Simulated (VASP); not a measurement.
# C (Fd-3m) in VASP: further runs

Aim: see how the results for C move with the level of theory and the settings. Levels: r2SCAN, B3LYP. Tasks: relaxation of cell and atoms, single point.

Program: VASP 6.6.1. These are calculated values, not measurements. Logs are shortened: lines on timing, memory, paths and dates and some standing lists are left out, and cuts for length are marked.

## Step 1: The cell of the first run

Symmetry: Fd-3m, No. 227, cubic system. Conventional cell: a = 3.567 Å, b = 3.567 Å, c = 3.567 Å, α = 90.00°, β = 90.00°, γ = 90.00°. Within 2.1 Å of C (site symmetry -43m) lie 4 C at 1.54 Å.

## Step 2: Relaxation of cell and atoms, r2SCAN

The input, POSCAR:

```
C
1.0
    0.0000000000      1.7833950000      1.7833950000
    1.7833950000      0.0000000000      1.7833950000
    1.7833950000      1.7833950000      0.0000000000
C
2
Direct
    0.0000000000      0.0000000000      0.0000000000
    0.2500000000      0.2500000000      0.2500000000
```

The input, INCAR.step1:

```
ALGO = Normal
EDIFF = 1E-4
ENCUT = 600
GGA = PE
ISMEAR = -1
LASPH = T
LCHARG = F
LREAL = F
LWAVE = T
NELM = 60
PREC = Accurate
SIGMA = 0.01
```

The input, INCAR.step2:

```
ALGO = Normal
EDIFF = 1E-6
EDIFFG = -0.01
ENCUT = 600
IBRION = 2
ISIF = 3
ISMEAR = -1
ISTART = 1
LASPH = T
LCHARG = F
LMIXTAU = T
LREAL = F
LWAVE = F
METAGGA = R2SCAN
NELM = 60
NSW = 80
PREC = Accurate
SIGMA = 0.01
```

The input, KPOINTS:

```
k-points
0
Gamma
  13 13 13
```

Potentials or basis: VASP PAW PBE potentials, release 64 (C).

On the command line:

```bash
$ cat potpaw_PBE.64/C/POTCAR > POTCAR
$ cp INCAR.step1 INCAR
$ mpirun -np 1 vasp_std > vasp.out
$ cp INCAR.step2 INCAR
$ mpirun -np 1 vasp_std > vasp.out
```

OUTCAR:

```text
EDIFF = 1E-6
   EDIFFG = -0.01
   ENCUT = 600
   IBRION = 2
   ISIF = 3
   ISMEAR = -1
   ISTART = 1
   LASPH = T
   LREAL = F
   METAGGA = R2SCAN
   NELM = 60
   NSW = 80
   PREC = Accurate

 ion  position               nearest neighbor table
   1  0.000  0.000  0.000-   2 1.54   2 1.54   2 1.54   2 1.54
   2  0.250  0.250  0.250-   1 1.54   1 1.54   1 1.54   1 1.54

  LATTYP: Found a face centered cubic cell.
 ALAT       =     3.5667900000

  Lattice vectors:

 A1 = (   0.0000000000,   1.7833950000,   1.7833950000)
 A2 = (   1.7833950000,   0.0000000000,   1.7833950000)
 A3 = (   1.7833950000,   1.7833950000,   0.0000000000)

Analysis of symmetry for initial positions (statically):
=====================================================================
 Subroutine PRICEL returns:
 Original cell was already a primitive cell.

 Routine SETGRP: Setting up the symmetry group for a
 face centered cubic supercell.

 Subroutine GETGRP returns: Found 48 space group operations
 (whereof 24 operations were pure point group operations)
 out of a pool of 48 trial point group operations.

The static configuration has the point symmetry T_d .
 The point group associated with its full space group is O_h .

Analysis of symmetry for dynamics (positions and initial velocities):
=====================================================================
 Subroutine PRICEL returns:
 Original cell was already a primitive cell.

 Routine SETGRP: Setting up the symmetry group for a
 face centered cubic supercell.

 Subroutine GETGRP returns: Found 48 space group operations
 (whereof 24 operations were pure point group operations)
 out of a pool of 48 trial point group operations.

The dynamic configuration has the point symmetry T_d .
 The point group associated with its full space group is O_h .

 Subroutine INISYM returns: Found 48 space group operations
 (whereof 24 operations are pure point group operations),
 and found     1 'primitive' translations

----------------------------------------------------------------------------------------

                                     Primitive cell

  volume of cell :      11.3442

  direct lattice vectors                    reciprocal lattice vectors
     0.000000000  1.783395000  1.783395000    -0.280364137  0.280364137  0.280364137
     1.783395000  0.000000000  1.783395000     0.280364137 -0.280364137  0.280364137
     1.783395000  1.783395000  0.000000000     0.280364137  0.280364137 -0.280364137

  length of vectors
     2.522101396  2.522101396  2.522101396     0.485604930  0.485604930  0.485604930

  position of ions in fractional coordinates (direct lattice)
     0.000000000  0.000000000  0.000000000
     0.250000000  0.250000000  0.250000000

  ion indices of the primitive-cell ions
   primitive index   ion index
                 1           1
                 2           2

----------------------------------------------------------------------------------------

 KPOINTS: k-points

Automatic generation of k-mesh.
 Grid dimensions read from file:
 generate k-points for:   13   13   13

 Generating k-lattice:

  Cartesian coordinates                     Fractional coordinates (reciprocal lattice)
    -0.021566472  0.021566472  0.021566472     0.076923077  0.000000000  0.000000000
     0.021566472 -0.021566472  0.021566472     0.000000000  0.076923077  0.000000000
     0.021566472  0.021566472 -0.021566472     0.000000000  0.000000000  0.076923077

  Length of vectors
     0.037354225  0.037354225  0.037354225

  Shift w.r.t. Gamma in fractional coordinates (k-lattice)
     0.000000000  0.000000000  0.000000000

 Subroutine IBZKPT returns following result:
 ===========================================

 Found     84 irreducible k-points:

 Following reciprocal coordinates:
            Coordinates               Weight
  0.000000  0.000000  0.000000      1.000000
  0.076923  0.000000  0.000000      8.000000
  0.153846  0.000000  0.000000      8.000000
  0.230769  0.000000  0.000000      8.000000
  0.307692  0.000000  0.000000      8.000000
  0.384615  0.000000  0.000000      8.000000
[... 16 lines left out ...]
  0.384615  0.153846  0.000000     24.000000
  0.461538  0.153846  0.000000     24.000000
 [... further k-points ...]
   k-points           NKPTS =     84   k-points in BZ     NKDIM =     84   number of bands    NBANDS=      8
   number of dos      NEDOS =    301   number of ions     NIONS =      2
   total plane-waves  NPLWV =   8000
   dimension x,y,z NGX =    20 NGY =   20 NGZ =   20
   dimension x,y,z NGXF=    40 NGYF=   40 NGZF=   40
   ions per type =               2
   NGX,Y,Z   is equivalent  to a cutoff of  13.18, 13.18, 13.18 a.u.
   NGXF,Y,Z  is equivalent  to a cutoff of  26.37, 26.37, 26.37 a.u.
 SYSTEM =  unknown system
   PREC   = accura    normal or accurate (medium, high low for compatibility)
   ISTART =      1    job   : 0-new  1-cont  2-samecut
   ICHARG =      0    charge: 1-file 2-atom 10-const
   ISPIN  =      1    spin polarized calculation?
   LNONCOLLINEAR =      F non collinear calculations
   LSORBIT =      F    spin-orbit coupling
   LASPH  =      T    aspherical Exc in radial PAW
   ENCUT  =  600.0 eV  44.10 Ry    6.64 a.u.   5.04  5.04  5.04*2*pi/ulx,y,z
   NELM   =     60;   NELMIN=  2; NELMDL=  0     # of ELM steps
   EDIFF  = 0.1E-05   stopping-criterion for ELM
   LREAL  =      F    real-space projection
   EDIFFG = -.1E-01   stopping-criterion for IOM
   NSW    =     80    number of steps for IOM
   IBRION =      2    ionic relax: 0-MD 1-quasi-New 2-CG
   NFREE  =      1    steps in history (QN), initial steepest desc. (CG)
   ISIF   =      3    stress and relaxation
   ISYM   =      2    0-nonsym 1-usesym 2-fastsym
   POTIM  = 0.5000    time-step for ionic-motion
   TEBEG  =    0.0;   TEEND  =   0.0 temperature during run
   PSTRESS=    0.0 pullay stress
   NELECT =       8.0000    total number of electrons
   NUPDOWN=      -1.0000    fix difference up-down
   EMIN   =  10.00;   EMAX   =-10.00  energy-range for DOS
   EFERMI =   0.00;   METHOD = LEGACY
   ISMEAR =    -1;   SIGMA  =   0.01  broadening in eV -4-tet -1-fermi 0-gaus
   EFERMI_NEDOS =   21; number of points for ismear=-14 and -15
   IALGO  =     38    algorithm
   IMIX   =      4    mixing-type and parameters
     AMIX     =   0.40;   BMIX     =  1.00
     AMIX_MAG =   1.60;   BMIX_MAG =  1.00
  volume/ion in A,a.u.               =       5.67        38.28
  Fermi-wavevector in a.u.,A,eV,Ry     =   1.457183  2.753676 28.890351  2.123381
  Thomas-Fermi vector in A             =   2.574014
   LORBIT       =      0    0 simple, 1 ext, 2 COOP (PROOUT), +10 PAW based schemes
   METAGGA = R2SCAN    functional components
   LHFCALC =     F    Hartree Fock is set to
   AEXX    =    0.0000 exact exchange contribution
   IVDW    =     0    specifies the selected vdW correction
   LEPSILON=     F    determine dielectric tensor
   LRPA    =     F    only Hartree local field effects (RPA)
 conjugate gradient relaxation of ions
 non-spin polarized calculation
  energy-cutoff  :      600.00
  volume of cell :       11.34
 maximum number of plane-waves:       388
   NGX =  9   NGY =  9   NGZ =  9

--------------------------------------- Ionic step        1  -------------------------------------------

 number of electron       7.9999999 magnetization

 Free energy of the ion-electron system (eV)
  ---------------------------------------------------
  ext. energy  EPLUGINS =         0.00000000
  ---------------------------------------------------
  free energy    TOTEN  =       -19.66398864 eV

  energy without entropy =      -19.66398864  energy(sigma->0) =      -19.66398864

------------------------ aborting loop because EDIFF is reached ----------------------------------------

  FORCE on cell =-STRESS in cart. coord.  units (eV):
  Direction    XX          YY          ZZ          XY          YZ          ZX
  --------------------------------------------------------------------------------------
  -------------------------------------------------------------------------------------
  Total       -0.1492361     -0.1492361     -0.1492361     -0.0000000      0.0000000      0.0000000
  in kB      -21.0771510    -21.0771510    -21.0771510     -0.0000000      0.0000000      0.0000000
  external PRESSURE =     -21.0771510 kB  Pullay stress =       0.0000000 kB
[... 21 lines left out ...]
  energy  without entropy=      -19.6639886401  energy(sigma->0) =      -19.66398864

--------------------------------------- Ionic step        2  -------------------------------------------

 number of electron       7.9999999 magnetization

 E-fermi :  10.0807     XC(G=0): -14.3167

 val. band max:        9.8686013465   @ k =   0.0000   0.0000   0.0000
 cond. band min:      14.2302498433   @ k =   0.3846   0.3846   0.0000
 fundamental gap:      4.3616484968
 Fermi energy:        10.0806511086

 k-point     1 :       0.0000    0.0000    0.0000
  band No.  band energies     occupation
      1     -12.9759      2.00000
      2       9.8686      2.00000
      3       9.8686      2.00000
      4       9.8686      2.00000
      5      15.7336      0.00000
      6      15.7336      0.00000
      7      15.7336      0.00000
      8      23.9452      0.00000
[... 286 lines left out ...]
  energy  without entropy=      -19.6637647544  energy(sigma->0) =      -19.66376475

--------------------------------------- Ionic step        3  -------------------------------------------

 number of electron       7.9999999 magnetization

 Free energy of the ion-electron system (eV)
  ---------------------------------------------------
  ext. energy  EPLUGINS =         0.00000000
  ---------------------------------------------------
  free energy    TOTEN  =       -19.66434621 eV

  energy without entropy =      -19.66434621  energy(sigma->0) =      -19.66434621

 E-fermi :   9.9737     XC(G=0): -14.2834

 val. band max:        9.7799242255   @ k =   0.0000   0.0000   0.0000
 cond. band min:      14.1279636571   @ k =   0.3846   0.3846   0.0000
 fundamental gap:      4.3480394316
 Fermi energy:         9.9737445503

 k-point     1 :       0.0000    0.0000    0.0000
  band No.  band energies     occupation
      1     -12.9801      2.00000
      2       9.7799      2.00000
      3       9.7799      2.00000
      4       9.7799      2.00000
      5      15.6285      0.00000
      6      15.6285      0.00000
      7      15.6285      0.00000
      8      23.7107      0.00000
[... 282 lines left out ...]
  FREE ENERGIE OF THE ION-ELECTRON SYSTEM (eV)
  ---------------------------------------------------
  free  energy   TOTEN  =       -19.6643462139 eV

  energy  without entropy=      -19.6643462139  energy(sigma->0) =      -19.66434621

 reached required accuracy - stopping structural energy minimisation
```

It took 31 s on 1 thread of Intel Xeon 6975P-C (Granite Rapids), shared host; peak memory 0.12 GiB.

Results:

```
Free energy                            : -19.6643 eV
Relaxed volume                         : 5.65 Å³/atom
Relaxed cell                           : a = 2.518 Å, b = 2.518 Å, c = 2.518 Å, α = 60.00°, β = 60.00°, γ = 60.00°
Space group after relaxing (to 0.05 Å) : Fd-3m (No. 227)
Energy gained by relaxing              : 0.2 meV/atom
Ionic steps                            : 3
Pressure after relaxing                : 0.0 GPa
Band gap on the k mesh                 : 4.35 eV, indirect (least direct gap 5.85 eV)
```

Step by step:
```csv
step,energy change (eV),largest force (eV/Å),pressure (GPa),volume (Å³)
1,0.0000,0.0000,-2.11,11.34
2,0.0002,0.0000,2.76,11.22
3,-0.0004,0.0000,-0.03,11.29
```

Final structure:
```
CELL_PARAMETERS angstrom
0.00000 1.78056 1.78056
1.78056 0.00000 1.78056
1.78056 1.78056 0.00000
ATOMIC_POSITIONS crystal
C 0.00000 0.00000 0.00000
C 0.25000 0.25000 0.25000
```

Levels at points of the mesh, in eV from the valence-band top:
```
           k point  band 1  band 2  band 3  band 4  band 5  band 6  band 7  band 8
(0.00, 0.00, 0.00)  -22.76    0.00    0.00    0.00    5.85    5.85    5.85   13.93
```

Caveat: the PAW data sets were made with another functional, which shifts forces and pressure a little.

## Step 3: Single point, r2SCAN

This run uses another cell than the first one, of 5.64 Å³/atom, 0.995 times its volume.

The input, POSCAR:

```
C
1.0
    0.0000000000      1.7801288585      1.7801288585
    1.7801288585      0.0000000000      1.7801288585
    1.7801288585      1.7801288585      0.0000000000
C
2
Direct
    0.0000000000      0.0000000000      0.0000000000
    0.2500000000      0.2500000000      0.2500000000
```

The input, INCAR.step1:

```
SYSTEM = C
  PREC = Accurate
  ENCUT = 910
  ISMEAR = -1
  SIGMA = 0.01
  LREAL = .FALSE.
  LASPH = .TRUE.
  NELM = 120
  NBANDS = 11
  GGA = PE
  ALGO = Normal
  EDIFF = 1E-5
  LWAVE = .TRUE.
  LCHARG = .FALSE.
  GGA_COMPAT = .FALSE.
```

The input, INCAR.step2:

```
SYSTEM = C
  PREC = Accurate
  ENCUT = 910
  EDIFF = 1E-6
  ISMEAR = -1
  SIGMA = 0.01
  LREAL = .FALSE.
  LASPH = .TRUE.
  NELM = 120
  ALGO = Normal
  ISIF = 2
  LWAVE = .FALSE.
  LCHARG = .FALSE.
  METAGGA = R2SCAN
  LMIXTAU = .TRUE.
  NBANDS = 11
  ISTART = 1
  GGA_COMPAT = .FALSE.
```

The input, KPOINTS:

```
regular mesh
0
G
  13 13 13
  0 0 0
```

Potentials or basis: VASP PAW PBE potentials, release 64 (C_h).

On the command line:

```bash
$ cat potpaw_PBE.64/C_h/POTCAR > POTCAR
$ cp INCAR.step1 INCAR
$ mpirun -np 1 vasp_std > vasp.out
$ cp INCAR.step2 INCAR
$ mpirun -np 1 vasp_std > vasp.out
```

Wall time 96 s (1 thread of Intel Xeon Platinum 8488C (Sapphire Rapids), shared host); peak memory 0.16 GiB.

The run converged. Its results:

```yaml
Free_energy: -19.7195 eV
Pressure: -0.8 GPa
Band_gap_on_the_k_mesh: 4.38 eV, indirect (least direct gap 5.89 eV)
```

Levels at points of the mesh, in eV from the valence-band top:
| k point | band 1 | band 2 | band 3 | band 4 | band 5 | band 6 | band 7 | band 8 | band 9 |
| --- | --- | --- | --- | --- | --- | --- | --- | --- | --- |
| (0.00, 0.00, 0.00) | -22.74 | 0.00 | 0.00 | 0.00 | 5.89 | 5.89 | 5.89 | 13.98 | 20.48 |

Caveat: the cutoff is under 1.25 times the usual one of these potentials, so pressure, stress and relaxed cells hold a basis-set (Pulay) error; the PAW data sets were made with another functional, which shifts forces and pressure a little. r2SCAN opens gaps a little over a GGA but as a rule still falls short of measured ones.

## Step 4: Single point, B3LYP

This run uses another cell than the first one, of 5.69 Å³/atom, 1.004 times its volume.

The input, POSCAR:

```
C
1.0
    0.0000000000      1.7857700261      1.7857700261
    1.7857700261      0.0000000000      1.7857700261
    1.7857700261      1.7857700261      0.0000000000
C
2
Direct
    0.0000000000      0.0000000000      0.0000000000
    0.2500000000      0.2500000000      0.2500000000
```

The input, INCAR.step1:

```
PREC = Accurate ; ENCUT = 520
EDIFF = 1E-5 ; ISMEAR = -1
SIGMA = 0.01 ; LREAL = F
LASPH = T ; NELM = 120
ALGO = Normal ; ISIF = 2
LWAVE = T ; LCHARG = F
GGA = PE ; NBANDS = 11
GGA_COMPAT = F
```

The input, INCAR.step2:

```
PREC = Accurate ; ENCUT = 520
EDIFF = 1E-6 ; ISMEAR = -1
SIGMA = 0.01 ; LREAL = F
LASPH = T ; NELM = 120
ALGO = Normal ; ISIF = 2
LWAVE = F ; LCHARG = F
GGA = B3 ; LHFCALC = T
AEXX = 0.2 ; AGGAX = 0.72
AGGAC = 0.81 ; ALDAC = 0.19
PRECFOCK = Normal ; ISTART = 1
NBANDS = 11 ; GGA_COMPAT = F
```

The input, KPOINTS:

```
regular mesh
0
Gamma
  9 9 9
```

Potentials or basis: VASP PAW PBE potentials, release 64 (C).

On the command line:

```bash
$ cat potpaw_PBE.64/C/POTCAR > POTCAR
$ cp INCAR.step1 INCAR
$ mpirun -np 1 vasp_std > vasp.out
$ cp INCAR.step2 INCAR
$ mpirun -np 1 vasp_std > vasp.out
```

It took 13 min on 1 thread of AMD EPYC 9R45 (Zen 5), shared host; peak memory 0.1 GiB.

Results (log left out):

```
Free energy            : -20.1422 eV
Pressure               : -0.5 GPa
Band gap on the k mesh : 6.00 eV, indirect (least direct gap 7.44 eV)
```

Levels at points of the mesh, in eV from the valence-band top:
```csv
k point,band 2,band 3,band 4,band 5,band 6,band 7
"(0.00, 0.00, 0.00)",0.00,0.00,0.00,7.44,7.44,7.44
```

Caveat: the PAW data sets were made with another functional, which shifts forces and pressure a little. A k mesh can miss the band edges.

## Step 5: The runs side by side

| task | level | potentials or basis | cell | k mesh | cutoff (eV) | second run | grid for exact exchange (PRECFOCK) | gap on the mesh (eV) | pressure (GPa) |
| --- | --- | --- | --- | --- | --- | --- | --- | --- | --- |
| relaxation of cell and atoms | r2SCAN | VASP PAW PBE potentials, release 64 (C) | relaxed from a = 2.522 Å, angles 60.0°, 2 atoms | 13 × 13 × 13 | 600 | - | - | 4.35 | 0.0 |
| single point | r2SCAN | VASP PAW PBE potentials, release 64 (C_h) | a = 2.517 Å, angles 60.0°, 2 atoms | 13 × 13 × 13 | 910 | hard_potentials | - | 4.38 | -0.8 |
| single point | B3LYP | VASP PAW PBE potentials, release 64 (C) | a = 2.525 Å, angles 60.0°, 2 atoms | 9 × 9 × 9 | 520 | - | Normal | 6.00 | -0.5 |

Alike in all rows: no spin polarisation; smearing fermi-dirac 0.01 eV.

Caveats: the PAW data sets were made with another functional, which shifts forces and pressure a little; the cutoff is under 1.25 times the usual one of these potentials, so pressure, stress and relaxed cells hold a basis-set (Pulay) error (some runs).

Absolute energies hang on the potentials; compare differences alone.
